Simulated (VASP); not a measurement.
# Be in VASP: a series of runs, part 2 of 2

VASP 6.6.1.

### 3 Single point, PBE

INCAR

```
SYSTEM = Be
ALGO     = Normal         ! electronic algorithm
EDIFF    = 1E-6           ! SCF threshold, eV
ENCUT    = 600            ! plane-wave cutoff, eV
GGA      = PE             ! functional
GGA_COMPAT= .False.      
ISIF     = 2              ! what is computed and relaxed
ISMEAR   = 1              ! smearing method
LASPH    = .True.         ! aspherical terms in the spheres
LCHARG   = .False.        ! write CHGCAR
LREAL    = .False.        ! projectors in reciprocal space
LWAVE    = .False.        ! write WAVECAR
NBANDS   = 7              ! bands
NELM     = 120            ! most SCF steps
PREC     = Accurate       ! precision mode
SIGMA    = 0.1            ! smearing width, eV
```

KPOINTS

```
k-points
0
Gamma
  13 13 13
  0 0 0
```

POSCAR

```
Be
1.0
   -1.2343241850      1.2343241850      1.2915777268
    1.2343241850     -1.2343241850      1.2915777268
    1.2343241850      1.2343241850     -1.2915777268
Be
1
Direct
    0.0000000000      0.0000000000      0.0000000000
```

Potentials or basis: VASP PAW PBE potentials, release 64 (Be).

The run is started by

```bash
cat potpaw_PBE.64/Be/POTCAR > POTCAR
mpirun -np 1 vasp_std > vasp.out
```

OUTCAR:

```text
SYSTEM = Be
   EDIFF = 1E-6
   ENCUT = 600
   GGA = PE
   ISIF = 2
   ISMEAR = 1
   LASPH = .True.
   LREAL = .False.
   NELM = 120
   PREC = Accurate

 ion  position               nearest neighbor table
   1  0.000  0.000  0.000-

  LATTYP: Found a body centered tetragonal cell.
 ALAT       =     2.4686483700
 C/A-ratio  =     1.0463845256

  Lattice vectors:

 A1 = (  -1.2343241850,   1.2343241850,   1.2915777268)
 A2 = (   1.2343241850,  -1.2343241850,   1.2915777268)
 A3 = (   1.2343241850,   1.2343241850,  -1.2915777268)

Analysis of symmetry for initial positions (statically):
=====================================================================
 Subroutine PRICEL returns:
 Original cell was already a primitive cell.

 Routine SETGRP: Setting up the symmetry group for a
 body centered tetragonal supercell.

 Subroutine GETGRP returns: Found 16 space group operations
 (whereof 16 operations were pure point group operations)
 out of a pool of 16 trial point group operations.

The static configuration has the point symmetry D_4h.
[... 159 lines left out ...]

 E-fermi :   7.8318     XC(G=0): -10.6267

 val. band max:        7.8293318625   @ k =  -0.3846  -0.4615   0.3846
 cond. band min:       7.8585444872   @ k =  -0.3846  -0.4615   0.3077
 fundamental gap:      0.0292126247
 Fermi energy:         7.8317962114

 k-point     1 :       0.0000    0.0000    0.0000
  band No.  band energies     occupation
      1      -4.3150      2.00000
      2      27.0514      0.00000
      3      27.3395      0.00000
      4      27.3395      0.00000
      5      38.0055      0.00000
      6      38.0055      0.00000
      7      39.9899      0.00000
[... 221 lines left out ...]
 k-point    24 :       0.4615    0.1538    0.0000
  band No.  band energies     occupation
      1       3.1332      2.00000
      2       8.6048     -0.00000
      3      17.4928      0.00000
      4      21.6044      0.00000
      5      33.9188      0.00000
      6      35.1969      0.00000
      7      42.3349      0.00000

 [... further k-points ...]

------------------------ aborting loop because EDIFF is reached ----------------------------------------

  FORCE on cell =-STRESS in cart. coord.  units (eV):
  Direction    XX          YY          ZZ          XY          YZ          ZX
  --------------------------------------------------------------------------------------
  -------------------------------------------------------------------------------------
  Total        0.0267375      0.0267375     -0.1482993      0.0000000      0.0000000      0.0000000
  in kB        5.4424158      5.4424158    -30.1863633      0.0000000      0.0000000      0.0000000
  external PRESSURE =      -6.4338439 kB  Pullay stress =       0.0000000 kB

 VOLUME and BASIS-vectors are now :
 -----------------------------------------------------------------------------
  energy-cutoff  :      600.00
  volume of cell :        7.87
      direct lattice vectors                 reciprocal lattice vectors
    -1.234324185  1.234324185  1.291577727     0.000000000  0.405079967  0.387123430
     1.234324185 -1.234324185  1.291577727     0.405079967  0.000000000  0.387123430
     1.234324185  1.234324185 -1.291577727     0.405079967  0.405079967  0.000000000

 POSITION                                       TOTAL-FORCE (eV/Angst)
 -----------------------------------------------------------------------------------
      0.00000      0.00000      0.00000         0.000000      0.000000     -0.000000
 -----------------------------------------------------------------------------------
    total drift:                                0.000000      0.000000     -0.000000

  FREE ENERGIE OF THE ION-ELECTRON SYSTEM (eV)
  ---------------------------------------------------
  free  energy   TOTEN  =        -3.6651822622 eV

  energy  without entropy=       -3.6649307854  energy(sigma->0) =       -3.66509844
```

OSZICAR:

```text
N       E                     dE             d eps       ncg     rms          rms(c)
DAV:   1    -0.219487287858E+01   -0.21949E+01   -0.12705E+03  2996   0.266E+02
DAV:   2    -0.369249372371E+01   -0.14976E+01   -0.14604E+01  3801   0.284E+01
DAV:   3    -0.369503854757E+01   -0.25448E-02   -0.25434E-02  3024   0.102E+00
DAV:   4    -0.369503909063E+01   -0.54305E-06   -0.54317E-06  4165   0.154E-02
DAV:   5    -0.369503909085E+01   -0.22395E-09   -0.15596E-09  3143   0.109E-04    0.782E-01
DAV:   6    -0.367363084592E+01    0.21408E-01   -0.23946E-03  3066   0.490E-01    0.481E-01
DAV:   7    -0.366520412459E+01    0.84267E-02   -0.23655E-03  2961   0.511E-01    0.181E-02
DAV:   8    -0.366518206326E+01    0.22061E-04   -0.80050E-06  3192   0.248E-02    0.661E-03
DAV:   9    -0.366518226217E+01   -0.19891E-06   -0.10574E-06  3262   0.747E-03
   1 F= -.36651823E+01 E0= -.36650984E+01  d E =-.251477E-03
```

It took 15 s on 1 thread of Intel Xeon 8259CL, shared host; peak memory 0.12 GiB.

Results:

| Item | Value |
| --- | --- |
| Free energy | -3.6652 eV |
| Pressure | -0.6 GPa |
| Band gap on the k mesh | zero (band 1 reaches 10.88 eV, above the bottom of band 2 at 6.82 eV) |

Stress tensor (GPa, compression positive):
```
 0.54  0.00  0.00
 0.00  0.54  0.00
 0.00  0.00 -3.02
```

Levels at points of the mesh, in eV from the Fermi level:
```
           k point  band 1  band 2  band 3  band 4  band 5
(0.00, 0.00, 0.00)  -12.15   19.22   19.51   19.51   30.17
```

### 4 Single point, PBE

INCAR

```
SYSTEM = Be
  PREC = Accurate
  ENCUT = 600
  EDIFF = 1E-6
  ISMEAR = 1
  SIGMA = 0.1
  LREAL = .FALSE.
  LASPH = .TRUE.
  NELM = 120
  ALGO = Normal
  ISIF = 2
  LWAVE = .FALSE.
  LCHARG = .FALSE.
  GGA = PE
  NBANDS = 7
  GGA_COMPAT = .FALSE.
```

KPOINTS

```
regular mesh
0
G
  13 13 13
  0 0 0
```

POSCAR

```
Be
1.0
   -1.2719178150      1.2719178150      1.2163566211
    1.2719178150     -1.2719178150      1.2163566211
    1.2719178150      1.2719178150     -1.2163566211
Be
1
Direct
    0.0000000000      0.0000000000      0.0000000000
```

The run is started by

```bash
cat potpaw_PBE.64/Be/POTCAR > POTCAR
mpirun -np 1 vasp_std > vasp.out
```

Wall time 15 s (1 thread of Intel Xeon 8259CL, shared host); peak memory 0.12 GiB.

It converged, with:

| Quantity | Value |
| --- | --- |
| Free energy | -3.6646 eV |
| Pressure | -0.7 GPa |
| Band gap on the k mesh | zero (band 1 reaches 11.45 eV, above the bottom of band 2 at 6.80 eV) |

Stress tensor (GPa, compression positive):
```
-2.84  0.00  0.00
 0.00 -2.84  0.00
 0.00  0.00  3.66
```

Levels at points of the mesh, in eV from the Fermi level:
```csv
k point,band 1,band 2,band 3,band 4,band 5,band 6
"(0.00, 0.00, 0.00)",-12.17,19.23,19.23,19.69,29.46,31.49
```

### 5 The runs side by side

| cell | gap on the mesh (eV) | pressure (GPa) |
| --- | --- | --- |
| a = 2.170 Å, angles 109.5°, 1 atom | none | -0.8 |
| a = 2.171 Å, angles 110.7, 110.7, 107.0°, 1 atom | none | -0.6 |
| a = 2.171 Å, angles 108.3, 108.3, 111.9°, 1 atom | none | -0.7 |

Alike in all rows: task single point; level PBE; potentials or basis VASP PAW PBE potentials, release 64 (Be); no spin polarisation; k mesh 13 × 13 × 13; cutoff (eV) 600; smearing methfessel-paxton 0.1 eV.

Total energies depend on the potentials used, so only differences within one code and one set of settings carry meaning.
